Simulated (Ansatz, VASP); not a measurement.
**Mo: VASP beside Ansatz**

INCAR

```
PREC = Accurate
ENCUT = 520
EDIFF = 1E-7
ISMEAR = 1
SIGMA = 0.1
LREAL = F
LASPH = T
NELM = 80
ALGO = Normal
ISIF = 2
LWAVE = F
LCHARG = F
GGA = PE
NBANDS = 13
```

File KPOINTS:

```
Automatic mesh
0
Gamma
  36 36 36
```

Contents of POSCAR:

```
Mo
1.0
   -1.5803999850      1.5803999850      1.5803999850
    1.5803999850     -1.5803999850      1.5803999850
    1.5803999850      1.5803999850     -1.5803999850
Mo
1
Direct
    0.0000000000      0.0000000000      0.0000000000
```

Input for Ansatz:

```yaml
crystal:
  lattice:
    - [-1.580399985, 1.580399985, 1.580399985]
    - [1.580399985, -1.580399985, 1.580399985]
    - [1.580399985, 1.580399985, -1.580399985]
  atoms:
    - { symbol: Mo, position: [0.0, 0.0, 0.0] }
kpoints:
  mp_grid: { grid: [36, 36, 36] }
scf:
  occupations: { method: cold, width: 0.1 }
hamiltonian:
  xc: pbe
  pseudopotentials: { kind: paw, azcp: { folder: soft_1 } }
output:
  forces: true
  stress: true
  populations: false
```

Alike in both runs: task single point; functional PBE; k mesh 36 × 36 × 36; no spin polarisation.

|  | VASP | Ansatz |
| --- | --- | --- |
| version | VASP 6.6.1 | Ansatz 0.2.0 |
| potentials or method | VASP PAW PBE potentials, release 64 (Mo_sv) | plane-wave PAW, scalar-relativistic |
| plane-wave cutoff (eV) | 520 | 420 |
| occupations | methfessel-paxton of order 1, width 0.1 eV | cold, width 0.1 eV |
| valence electrons in the cell | 14 | 14 |

|  | VASP | Ansatz | Ansatz less VASP |
| --- | --- | --- | --- |
| pressure (GPa) | 0.5 | 0.0 | -0.49 |
